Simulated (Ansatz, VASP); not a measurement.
**One calculation of HgH2, two programs**

```xyz
6
Lattice="12.2100 0.0000 0.0000 0.0000 9.0000 0.0000 0.0000 0.0000 15.6900" Properties=species:S:1:pos:R:3 pbc="T T T"
Hg    5.4563    4.5000    9.8161
Hg    6.7534    4.5000    5.8697
H     7.7097    4.5000    7.2369
H     4.5000    4.5000    8.4489
H     6.3974    4.5000   11.1859
H     5.8123    4.5000    4.5000
```

Alike in both runs: task single point; functional PBE; k mesh 1 × 1 × 1; occupations gaussian, width 0.01 eV; no spin polarisation.

```csv
,VASP,Ansatz
version,VASP 6.6.1,Ansatz 0.2.0
potentials or method,"VASP PAW PBE potentials, release 64 (Hg_sv_GW, H), cutoff 410 eV","scalar-relativistic, plane waves, PAW"
valence electrons in the cell,44,44
```

Ansatz gave:

- gap on the k mesh at the Fermi level (eV): 5.22
- rms of the force components (eV/Å): 0.063

Task: What did VASP give for the same quantities?

Result: gap on the k mesh at the Fermi level (eV): 5.22; rms of the force components (eV/Å): 0.062.

Atom by atom the forces differ by 0.002 eV/Å (rms over components). The functional is the same, so the differences come from potentials, cutoffs and numerics. Ansatz's warnings: structure snapped to symmetry.

Neither program's run includes spin-orbit coupling.
